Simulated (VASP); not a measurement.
Here is a VASP 6.6.1 calculation.

Contents of INCAR:

```
  PREC = Accurate
  ENCUT = 600
  EDIFF = 1E-7
  ISMEAR = 0
  SIGMA = 0.1
  LREAL = F
  LASPH = T
  NELM = 60
  ALGO = Normal
  ISIF = 3
  LWAVE = F
  LCHARG = F
  GGA = PE
  IBRION = 2
  NSW = 90
  EDIFFG = -0.04
```

File KPOINTS:

```
regular mesh
0
Gamma
  6 6 6
```

File POSCAR:

```
Ti2Cl
1.0
    4.6566462444      0.0000000000      0.0000000000
   -2.3283231222      4.0327739441      0.0000000000
    0.0000000000      0.0000000000      2.8732734543
Ti Cl
2 1
Direct
    0.3333333333      0.6666666667      0.0000000000
    0.6666666667      0.3333333333      0.0000000000
    0.0000000000      0.0000000000      0.0000000000
```

Potentials or basis: VASP PAW PBE potentials, release 64 (Ti_sv, Cl).

Launch:

```sh
$ cat potpaw_PBE.64/Ti_sv/POTCAR potpaw_PBE.64/Cl/POTCAR > POTCAR
$ mpirun -np 1 vasp_std > vasp.out
```

(1) What does it give for the space group after relaxing (to 0.1 Å)?

(2) What does it give for the band gap on the k mesh?

(3) What does it give for the relaxed volume?

Answers

(1) P6/mmm (No. 191).

(2) zero (an odd number of electrons rules out a gap without spin polarisation).

(3) 17.80 Å³/atom.

Caveat: the k points lie up to 0.37 Å⁻¹ apart in the final cell, too coarse for converged energies and pressures of a metal; an odd number of electrons without spin polarisation forces a metal; a magnetic or distorted state may lie lower.
